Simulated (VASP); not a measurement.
# BiTe5 (F-43m) in VASP: a series of runs

Runs on BiTe5. Level: PBE. Tasks: single point, relaxation of cell and atoms.

Everything below comes from runs of VASP 6.6.1. Logs are shortened: lines on timing, memory, paths and dates and some standing lists are left out, and cuts for length are marked.

**1. The cell of the first run**

The structure is cubic, space group F-43m (No. 216). The conventional cell has a = 9.003 Å, b = 9.003 Å, c = 9.003 Å, α = 90.00°, β = 90.00°, γ = 90.00°. Within 4.9 Å of Bi (site symmetry -43m) lie 16 Te at 3.73 to 3.90 Å. Within 4.9 Å of Te (site symmetry -43m) lie 12 Te at 3.73 Å and 4 Bi at 3.90 Å. Within 4.2 Å of Te (site symmetry 3m) lie 9 Te at 3.17 to 3.73 Å and 3 Bi at 3.73 Å.

The cell was generated, and may not be a known phase.

**2. Single point, PBE**

Input file INCAR:

```
PREC = Accurate
ENCUT = 520
EDIFF = 1E-7
ISMEAR = 0
SIGMA = 0.1
LREAL = F
LASPH = T
NELM = 60
ALGO = Fast
ISIF = 2
LWAVE = F
LCHARG = F
GGA = PE
NBANDS = 32
```

Input file KPOINTS:

```
Automatic mesh
0
Gamma
  8 8 8
```

Input file POSCAR:

```
BiTe5
1.0
    0.0000000000      4.5013807771      4.5013807771
    4.5013807771      0.0000000000      4.5013807771
    4.5013807771      4.5013807771      0.0000000000
Bi Te
1 5
Direct
    0.0000000000      0.0000000000      0.0000000000
    0.2500000000      0.2500000000      0.2500000000
    0.1261837944      0.6246054019      0.6246054019
    0.6246054019      0.6246054019      0.6246054019
    0.6246054019      0.1261837944      0.6246054019
    0.6246054019      0.6246054019      0.1261837944
```

Potentials or basis: VASP PAW PBE potentials, release 64 (Bi_d, Te).

Command:

```console
> cat potpaw_PBE.64/Bi_d/POTCAR potpaw_PBE.64/Te/POTCAR > POTCAR
> mpirun -np 1 vasp_std > vasp.out
```

OUTCAR:

```text
PREC = Accurate
   ENCUT = 520
   EDIFF = 1E-7
   ISMEAR = 0
   LREAL = F
   LASPH = T
   NELM = 60
   ISIF = 2
   GGA = PE

 ion  position               nearest neighbor table
   1  0.000  0.000  0.000-   3 3.73   5 3.73   6 3.73   4 3.73   4 3.73   4 3.73   6 3.73   3 3.73
                             5 3.73   6 3.73   5 3.73   3 3.73
   2  0.250  0.250  0.250-
   3  0.126  0.625  0.625-   4 3.17   5 3.17   6 3.17   5 3.19   6 3.19   4 3.19   1 3.73   1 3.73
                             1 3.73
   4  0.625  0.625  0.625-   3 3.17   5 3.17   6 3.17   3 3.19   5 3.19   6 3.19   1 3.73   1 3.73
                             1 3.73
   5  0.625  0.126  0.625-   3 3.17   4 3.17   6 3.17   3 3.19   6 3.19   4 3.19   1 3.73   1 3.73
                             1 3.73
   6  0.625  0.625  0.126-   3 3.17   4 3.17   5 3.17   5 3.19   3 3.19   4 3.19   1 3.73   1 3.73
                             1 3.73

  LATTYP: Found a face centered cubic cell.
 ALAT       =     9.0027615542

  Lattice vectors:

 A1 = (   0.0000000000,   4.5013807771,   4.5013807771)
 A2 = (   4.5013807771,   0.0000000000,   4.5013807771)
 A3 = (   4.5013807771,   4.5013807771,   0.0000000000)

Analysis of symmetry for initial positions (statically):
=====================================================================
 Subroutine PRICEL returns:
 Original cell was already a primitive cell.

 Routine SETGRP: Setting up the symmetry group for a
 face centered cubic supercell.

 Subroutine GETGRP returns: Found 24 space group operations
 (whereof 24 operations were pure point group operations)
 out of a pool of 48 trial point group operations.

The static configuration has the point symmetry T_d .

Analysis of symmetry for dynamics (positions and initial velocities):
=====================================================================
 Subroutine PRICEL returns:
 Original cell was already a primitive cell.

 Routine SETGRP: Setting up the symmetry group for a
 face centered cubic supercell.

 Subroutine GETGRP returns: Found 24 space group operations
 (whereof 24 operations were pure point group operations)
 out of a pool of 48 trial point group operations.

The dynamic configuration has the point symmetry T_d .

 Subroutine INISYM returns: Found 24 space group operations
 (whereof 24 operations are pure point group operations),
 and found     1 'primitive' translations

----------------------------------------------------------------------------------------

                                     Primitive cell

  volume of cell :     182.4178

  direct lattice vectors                    reciprocal lattice vectors
     0.000000000  4.501380777  4.501380777    -0.111077028  0.111077028  0.111077028
     4.501380777  0.000000000  4.501380777     0.111077028 -0.111077028  0.111077028
     4.501380777  4.501380777  0.000000000     0.111077028  0.111077028 -0.111077028

  length of vectors
     6.365913744  6.365913744  6.365913744     0.192391057  0.192391057  0.192391057

  position of ions in fractional coordinates (direct lattice)
     0.000000000  0.000000000  0.000000000
     0.250000000  0.250000000  0.250000000
     0.126183794  0.624605402  0.624605402
     0.624605402  0.624605402  0.624605402
     0.624605402  0.126183794  0.624605402
     0.624605402  0.624605402  0.126183794

  ion indices of the primitive-cell ions
   primitive index   ion index
                 1           1
                 2           2
                 3           3
                 4           4
                 5           5
                 6           6

----------------------------------------------------------------------------------------

 KPOINTS: Automatic mesh

Automatic generation of k-mesh.
 Grid dimensions read from file:
 generate k-points for:    8    8    8

 Generating k-lattice:

  Cartesian coordinates                     Fractional coordinates (reciprocal lattice)
    -0.013884629  0.013884629  0.013884629     0.125000000  0.000000000  0.000000000
     0.013884629 -0.013884629  0.013884629     0.000000000  0.125000000  0.000000000
     0.013884629  0.013884629 -0.013884629     0.000000000  0.000000000  0.125000000

  Length of vectors
     0.024048882  0.024048882  0.024048882

  Shift w.r.t. Gamma in fractional coordinates (k-lattice)
     0.000000000  0.000000000  0.000000000

 Subroutine IBZKPT returns following result:
 ===========================================

 Found     29 irreducible k-points:

 Following reciprocal coordinates:
            Coordinates               Weight
  0.000000  0.000000  0.000000      1.000000
  0.125000  0.000000  0.000000      8.000000
  0.250000  0.000000  0.000000      8.000000
  0.375000  0.000000  0.000000      8.000000
  0.500000  0.000000  0.000000      4.000000
  0.125000  0.125000  0.000000      6.000000
[... 16 lines left out ...]
  0.500000  0.250000  0.125000     48.000000
 -0.375000  0.250000  0.125000     24.000000
 [... further k-points ...]
   k-points           NKPTS =     29   k-points in BZ     NKDIM =     29   number of bands    NBANDS=     32
   number of dos      NEDOS =    301   number of ions     NIONS =      6
   total plane-waves  NPLWV = 110592
   dimension x,y,z NGX =    48 NGY =   48 NGZ =   48
   dimension x,y,z NGXF=    96 NGYF=   96 NGZF=   96
   ions per type =               1   5
   NGX,Y,Z   is equivalent  to a cutoff of  12.54, 12.54, 12.54 a.u.
   NGXF,Y,Z  is equivalent  to a cutoff of  25.07, 25.07, 25.07 a.u.
 SYSTEM =  unknown system
   PREC   = accura    normal or accurate (medium, high low for compatibility)
   ISTART =      0    job   : 0-new  1-cont  2-samecut
   ICHARG =      2    charge: 1-file 2-atom 10-const
   ISPIN  =      1    spin polarized calculation?
   LNONCOLLINEAR =      F non collinear calculations
   LSORBIT =      F    spin-orbit coupling
   LASPH  =      T    aspherical Exc in radial PAW
   ENCUT  =  520.0 eV  38.22 Ry    6.18 a.u.  11.84 11.84 11.84*2*pi/ulx,y,z
   NELM   =     60;   NELMIN=  2; NELMDL= -5     # of ELM steps
   EDIFF  = 0.1E-06   stopping-criterion for ELM
   LREAL  =      F    real-space projection
   EDIFFG = 0.1E-05   stopping-criterion for IOM
   NSW    =      0    number of steps for IOM
   IBRION =     -1    ionic relax: 0-MD 1-quasi-New 2-CG
   NFREE  =      0    steps in history (QN), initial steepest desc. (CG)
   ISIF   =      2    stress and relaxation
   ISYM   =      2    0-nonsym 1-usesym 2-fastsym
   POTIM  = 0.5000    time-step for ionic-motion
   TEBEG  =    0.0;   TEEND  =   0.0 temperature during run
   PSTRESS=    0.0 pullay stress
   NELECT =      45.0000    total number of electrons
   NUPDOWN=      -1.0000    fix difference up-down
   EMIN   =  10.00;   EMAX   =-10.00  energy-range for DOS
   EFERMI =   0.00;   METHOD = LEGACY
   ISMEAR =     0;   SIGMA  =   0.10  broadening in eV -4-tet -1-fermi 0-gaus
   EFERMI_NEDOS =   21; number of points for ismear=-14 and -15
   IALGO  =     68    algorithm
   IMIX   =      4    mixing-type and parameters
     AMIX     =   0.40;   BMIX     =  1.00
     AMIX_MAG =   1.60;   BMIX_MAG =  1.00
  volume/ion in A,a.u.               =      30.40       205.17
  Fermi-wavevector in a.u.,A,eV,Ry     =   1.026731  1.940240 14.342937  1.054176
  Thomas-Fermi vector in A             =   2.160639
   LORBIT       =      0    0 simple, 1 ext, 2 COOP (PROOUT), +10 PAW based schemes
   GGA     = PE    functional components
   LHFCALC =     F    Hartree Fock is set to
   AEXX    =    0.0000 exact exchange contribution
   IVDW    =     0    specifies the selected vdW correction
   LEPSILON=     F    determine dielectric tensor
   LRPA    =     F    only Hartree local field effects (RPA)
 non-spin polarized calculation
 RMM-DIIS sequential band-by-band and
 Gauss-broadening in eV      SIGMA  =   0.10
  energy-cutoff  :      520.00
  volume of cell :      182.42
 maximum number of plane-waves:      4957
   NGX = 23   NGY = 23   NGZ = 23

 number of electron      45.0000003 magnetization

 Free energy of the ion-electron system (eV)
  ---------------------------------------------------
  ext. energy  EPLUGINS =         0.00000000
  ---------------------------------------------------
  free energy    TOTEN  =       -16.67721277 eV

  energy without entropy =      -16.64102270  energy(sigma->0) =      -16.65911773

 E-fermi :   7.2717     XC(G=0):  -9.8638

 val. band max:        7.2613245254   @ k =  -0.2500   0.3750   0.1250
 cond. band min:       7.2768507230   @ k =   0.5000   0.2500   0.1250
 fundamental gap:      0.0155261975
 Fermi energy:         7.2716582461

 k-point     1 :       0.0000    0.0000    0.0000
  band No.  band energies     occupation
      1     -16.1201      2.00000
      2     -16.1201      2.00000
      3     -16.1173      2.00000
      4     -16.1173      2.00000
      5     -16.1173      2.00000
      6      -6.6887      2.00000
[... 24 lines left out ...]
     31      13.2796      0.00000
     32      13.2796      0.00000

 k-point     2 :       0.1250    0.0000    0.0000
  band No.  band energies     occupation
      1     -16.1201      2.00000
      2     -16.1201      2.00000
      3     -16.1173      2.00000
      4     -16.1173      2.00000
      5     -16.1173      2.00000
      6      -6.6196      2.00000
[... 24 lines left out ...]
     31      13.5347      0.00000
     32      13.5626      0.00000

 k-point     3 :       0.2500    0.0000    0.0000
  band No.  band energies     occupation
      1     -16.1201      2.00000
      2     -16.1201      2.00000
      3     -16.1173      2.00000
      4     -16.1172      2.00000
      5     -16.1172      2.00000
      6      -6.4200      2.00000
[... 24 lines left out ...]
     31      13.8010      0.00000
     32      13.8189      0.00000

 k-point     4 :       0.3750    0.0000    0.0000
  band No.  band energies     occupation
      1     -16.1201      2.00000
      2     -16.1201      2.00000
      3     -16.1173      2.00000
      4     -16.1172      2.00000
      5     -16.1172      2.00000
      6      -6.1293      2.00000
[... 654 lines left out ...]
     31      13.2386      0.00000
     32      13.9697      0.00000

 k-point    23 :       0.5000    0.2500    0.1250
  band No.  band energies     occupation
      1     -16.1202      2.00000
      2     -16.1201      2.00000
      3     -16.1173      2.00000
      4     -16.1172      2.00000
      5     -16.1171      2.00000
      6      -5.9542      2.00000
[... 24 lines left out ...]
     31      13.0896      0.00000
     32      13.5739      0.00000

 k-point    24 :      -0.3750    0.2500    0.1250
  band No.  band energies     occupation
      1     -16.1202      2.00000
      2     -16.1201      2.00000
      3     -16.1173      2.00000
      4     -16.1172      2.00000
      5     -16.1171      2.00000
      6      -5.7552      2.00000
[... 24 lines left out ...]
     31      12.8639      0.00000
     32      13.1757      0.00000

 [... further k-points ...]
[... 5 lines left out ...]
  --------------------------------------------------------------------------------------
  -------------------------------------------------------------------------------------
  Total       -0.0953752     -0.0953752     -0.0953752     -0.0000000      0.0000000     -0.0000000
  in kB       -0.8376810     -0.8376810     -0.8376810     -0.0000000      0.0000000     -0.0000000
  external PRESSURE =      -0.8376810 kB  Pullay stress =       0.0000000 kB

 VOLUME and BASIS-vectors are now :
 -----------------------------------------------------------------------------
  energy-cutoff  :      520.00
  volume of cell :      182.42
      direct lattice vectors                 reciprocal lattice vectors
     0.000000000  4.501380777  4.501380777    -0.111077028  0.111077028  0.111077028
     4.501380777  0.000000000  4.501380777     0.111077028 -0.111077028  0.111077028
     4.501380777  4.501380777  0.000000000     0.111077028  0.111077028 -0.111077028

 POSITION                                       TOTAL-FORCE (eV/Angst)
 -----------------------------------------------------------------------------------
      0.00000      0.00000      0.00000         0.000000     -0.000000     -0.000000
      2.25069      2.25069      2.25069         0.000000     -0.000000     -0.000000
      5.62317      3.37959      3.37959        -0.002019      0.002019      0.002019
      5.62317      5.62317      5.62317        -0.002019     -0.002019     -0.002019
      3.37959      5.62317      3.37959         0.002019     -0.002019      0.002019
      3.37959      3.37959      5.62317         0.002019      0.002019     -0.002019
 -----------------------------------------------------------------------------------
    total drift:                               -0.000000     -0.000000     -0.000000

  FREE ENERGIE OF THE ION-ELECTRON SYSTEM (eV)
  ---------------------------------------------------
  free  energy   TOTEN  =       -16.6772127666 eV

  energy  without entropy=      -16.6410226991  energy(sigma->0) =      -16.65911773
```

It took 7.8 min on 1 thread of Oxide Virtual Turin-like, shared host; peak memory 0.37 GiB.

What came out:

| Property | Result |
| --- | --- |
| Free energy | -16.6772 eV |
| Pressure | -0.1 GPa |
| Largest force | 0.003 eV/Å |
| Band gap on the k mesh | zero (an odd number of electrons rules out a gap without spin polarisation) |

Forces in eV/Å, atoms in the order of the input:
```
Bi   0.000  0.000  0.000
Te   0.000  0.000  0.000
Te  -0.002  0.002  0.002
Te  -0.002 -0.002 -0.002
Te   0.002 -0.002  0.002
Te   0.002  0.002 -0.002
```

Levels at points of the mesh, in eV from the Fermi level:
```csv
k point,band 20,band 21,band 22,band 23,band 24,band 25,band 26,band 27
"(0.00, 0.00, 0.00)",-2.26,0.70,0.70,0.70,1.38,1.38,1.38,3.57
"(0.50, 0.00, 0.00)",-1.93,-1.21,-0.04,-0.04,0.47,1.36,1.36,1.46
"(0.50, 0.50, 0.00)",-1.76,-1.71,-0.60,-0.10,-0.10,0.02,0.61,0.61
```

Caveat: spin-orbit coupling is left out, which moves the levels of the heavy elements; an odd number of electrons without spin polarisation forces a metal; a magnetic or distorted state may lie lower.

[end of part 1 of 2]
